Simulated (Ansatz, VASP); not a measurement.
One calculation of InAs, two programs

```
In As
1.0
     4.37484    0.00000    0.00000
     0.00000    6.18695    0.00000
     0.00000    0.00000   16.00000
In As
1 1
Direct
  0.25000 0.12500 0.50000
  0.75000 0.87500 0.50000
```

Alike in both runs: task single point; functional PBE; k mesh 6 × 4 × 1; occupations fermi-dirac, width 0.02 eV; no spin polarisation.

```csv
,VASP,Ansatz
version,VASP 6.6.1,Ansatz 0.2.0
potentials or method,"VASP PAW PBE potentials, release 64 (In_d, As), cutoff 520 eV","all-electron LAPW, scalar-relativistic"
```

```csv
,VASP,Ansatz,Ansatz less VASP
rms of the force components (eV/Å),0.698,0.702,+0.0041
```

Atom by atom the forces differ by 0.004 eV/Å (rms over components). Ansatz ran all-electron here, and VASP with PAW potentials.
